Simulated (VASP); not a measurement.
Input of a VASP 6.6.1 run:

INCAR

```
SYSTEM = CuO
PREC = Accurate
ENCUT = 520
EDIFF = 1E-6
ISMEAR = -1
SIGMA = 0.06122561905347299
LREAL = .FALSE.
LASPH = .TRUE.
NELM = 100
ALGO = Normal
ISIF = 2
LWAVE = .FALSE.
LCHARG = .TRUE.
GGA = PE
LELF = .TRUE.
LVHAR = .TRUE.
NBANDS = 16
```

Contents of KPOINTS:

```
Automatic mesh
0
G
  22 22 22
  0 0 0
```

Contents of POSCAR:

```
CuO
1.0
    0.0000000000      2.1497630175      2.1497630175
    2.1497630175      0.0000000000      2.1497630175
    2.1497630175      2.1497630175      0.0000000000
Cu O
1 1
Direct
    0.0000000000      0.0000000000      0.0000000000
    0.5000000000      0.5000000000      0.5000000000
```

Potentials or basis: VASP PAW PBE potentials, release 64 (Cu, O).

Launch:

```console
$ cat potpaw_PBE.64/Cu/POTCAR potpaw_PBE.64/O/POTCAR > POTCAR
$ mpirun -np 1 vasp_std > vasp.out
```

(1) What does it give for the pressure?

(2) What does it give for the band gap on the k mesh?

Results:

(1) -6.1 GPa.

(2) zero (an odd number of electrons rules out a gap without spin polarisation).

Caveat: the cell stands under tension; an odd number of electrons without spin polarisation forces a metal; a magnetic or distorted state may lie lower; semilocal functionals often make such compounds metallic where correlation or magnetic order opens a gap, which also shifts bond lengths.
